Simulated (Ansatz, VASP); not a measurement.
# Two plane-wave programs on Mg3Si2N

```
Mg Si N
1.0
     4.93564    0.00000    0.00000
    -2.46782    4.27439    0.00000
     0.00000    0.00000    5.18706
Mg Si N
3 2 1
Cartesian
  2.4678 0.0000 2.5935
  -1.2339 2.1372 2.5935
  1.2339 2.1372 2.5935
  0.0000 0.0000 4.3286
  0.0000 0.0000 0.8584
  0.0000 0.0000 2.5935
```

Alike in both runs: task relaxation of cell and atoms; functional PBE; k mesh 6 × 6 × 4; occupations gaussian, width 0.1 eV; no spin polarisation.

|  | VASP | Ansatz |
| --- | --- | --- |
| version | VASP 6.6.1 | Ansatz 0.2.0 |
| potentials or method | VASP PAW PBE potentials, release 64 (Mg, Si, N), cutoff 600 eV | scalar-relativistic, plane waves, PAW |
| valence electrons in the cell | 19 | 43 |

|  | VASP | Ansatz | Ansatz less VASP |
| --- | --- | --- | --- |
| gap on the k mesh at the Fermi level, each at its own relaxed structure (eV) | none | none | - |
| relaxed volume (Å³/atom) | 29.28 | 29.95 | +0.673 |
| relaxed length of the cell vector where the two differ most in proportion (Å) | 6.440 | 6.571 | +0.1303 |

A gap of «none» marks a metal or a gap that the smearing closes. VASP's potentials hold 19 valence electrons a cell and Ansatz's 43, so a difference there can come from the potentials and not from the codes.

Noted on VASP's run: the volume moved by over 15 % at a fixed basis, so the end points are rough.
